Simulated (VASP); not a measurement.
Ga2SbP3: single point with PBEsol

The system is Ga2SbP3.

```
Ga Sb P
1.0
     3.72043    0.00000    0.00000
    -1.86022    3.22199    0.00000
     0.00000    0.00000    9.03414
Ga Sb P
2 1 3
Direct
  0.33333 0.66667 0.65459
  0.66667 0.33333 0.34541
  0.00000 0.00000 0.00000
  0.33333 0.66667 0.18302
  0.66667 0.33333 0.81698
  0.00000 0.00000 0.50000
```

```
Program             : VASP 6.6.1
Task                : single point
Functional          : PBEsol
Potentials or basis : VASP PAW PBE potentials, release 64 (Ga_d, Sb, P)
Cutoff              : 520 eV
k mesh              : 6 × 6 × 2
Occupations         : fermi-dirac, width 0.03 eV
Spin                : no spin polarisation
```

The pressure is 0.1 GPa and the largest force is 0.006 eV/Å. The band gap on the k mesh is zero (bands 23 and 24 overlap by 1.85 eV).

Forces in eV/Å, atoms in the order of the input:
```
Ga   0.000  0.000 -0.001
Ga   0.000  0.000  0.001
Sb   0.000  0.000  0.000
P    0.000  0.000  0.006
P    0.000  0.000 -0.006
P    0.000  0.000  0.000
```

Levels at points of the mesh, in eV from the Fermi level:
| k point | band 20 | band 21 | band 22 | band 23 | band 24 | band 25 | band 26 | band 27 |
| --- | --- | --- | --- | --- | --- | --- | --- | --- |
| (0.00, 0.00, 0.00) | -0.61 | -0.41 | -0.41 | -0.32 | 1.88 | 1.99 | 1.99 | 2.26 |
| (0.50, 0.00, 0.00) | -2.61 | -2.55 | -1.79 | -1.62 | 0.01 | 0.14 | 2.54 | 3.10 |
| (0.00, 0.00, 0.50) | -0.57 | -0.37 | -0.37 | 1.41 | 1.53 | 1.53 | 1.53 | 2.34 |
| (0.50, 0.00, 0.50) | -2.75 | -1.90 | -1.75 | -0.37 | -0.33 | 1.61 | 1.82 | 1.87 |

Run time: 76 s on 1 thread of Intel Xeon 8259CL, on a shared host, peak memory 0.24 GiB.

Caveat: the PAW data sets were made with another functional, which shifts forces and pressure a little; spin-orbit coupling is left out, which moves the levels of the heavy elements.
